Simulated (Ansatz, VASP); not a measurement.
## Zn: VASP beside Ansatz

File INCAR:

```
SYSTEM = Zn
ALGO = Fast
EDIFF = 1E-6
ENCUT = 520
GGA = PS
ISIF = 2
ISMEAR = 0
LASPH = .TRUE.
LCHARG = .FALSE.
LREAL = .FALSE.
LWAVE = .FALSE.
NBANDS = 12
NELM = 100
PREC = Accurate
SIGMA = 0.15
```

File KPOINTS:

```
k-points
0
G
  22 22 22
  0 0 0
```

The input POSCAR:

```
Zn
1.0
    0.0000000000      1.9033360912      2.0936697003
    1.9033360912      0.0000000000      2.0936697003
    1.9033360912      1.9033360912      0.0000000000
Zn
1
Direct
    0.0000000000      0.0000000000      0.0000000000
```

Input for Ansatz:

```yaml
crystal:
  lattice:
    - [0.0, 1.9033360912, 2.0936697003]
    - [1.9033360912, 0.0, 2.0936697003]
    - [1.9033360912, 1.9033360912, 0.0]
  atoms:
    - { symbol: Zn, position: [0.0, 0.0, 0.0] }
basis:
  ecutwfc: 420
kpoints:
  mp_grid: { grid: [22, 22, 22] }
hamiltonian:
  xc: pbesol
scf:
  occupations: { method: gaussian, width: 0.15 }
output:
  forces: true
  stress: true
  eigenvalues: true
```

Alike in both runs: task single point; functional PBEsol; k mesh 22 × 22 × 22; occupations gaussian, width 0.15 eV; no spin polarisation.

|  | VASP | Ansatz |
| --- | --- | --- |
| version | VASP 6.6.1 | Ansatz 0.2.0 |
| potentials or method | VASP PAW PBE potentials, release 64 (Zn), cutoff 520 eV | scalar-relativistic, plane waves, PAW |
| valence electrons in the cell | 12 | 12 |

|  | VASP | Ansatz | Ansatz less VASP |
| --- | --- | --- | --- |
| gap on the k mesh at the Fermi level (eV) | none | none | - |
| pressure (GPa) | -4.3 | -4.7 | -0.36 |
| traceless stress, the component that is largest in VASP (GPa) | -4.42 | -4.39 | +0.028 |

VASP's potentials were made for PBE, not for PBEsol. A gap of «none» marks a metal or a gap that the smearing closes. The functional is the same, so the differences come from potentials, cutoffs and numerics.
